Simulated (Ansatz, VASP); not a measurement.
## One calculation of Pd, two programs

```xyz
2
Lattice="2.7984 0.0000 0.0000 -1.3992 2.4235 0.0000 0.0000 0.0000 4.5334" Properties=species:S:1:pos:R:3 pbc="T T T"
Pd   -0.2099    1.4945    0.7933
Pd    1.6091    0.9290    3.7400
```

Alike in both runs: task single point; functional LDA; k mesh 12 × 12 × 7; occupations fermi-dirac, width 0.05 eV; no spin polarisation.

|  | VASP | Ansatz |
| --- | --- | --- |
| version | VASP 6.6.1 | Ansatz 0.2.0 |
| potentials or method | VASP PAW LDA potentials, release 64 (Pd), cutoff 520 eV | PAW with Ansatz's default frozen-core files, scalar-relativistic |
| valence electrons in the cell | 20 | 36 |

```csv
,VASP,Ansatz,Ansatz less VASP
gap on the k mesh at the Fermi level (eV),none,none,-
rms of the force components (eV/Å),8.896,10.144,+1.2480
```

LDA's correlation is that of Perdew and Zunger in VASP and of Perdew and Wang (1992) in Ansatz. Atom by atom the forces differ by 1.265 eV/Å (rms over components). A gap of «none» marks a metal or a gap that the smearing closes. VASP's potentials hold 20 valence electrons a cell and Ansatz's 36, so a difference there can come from the potentials and not from the codes.
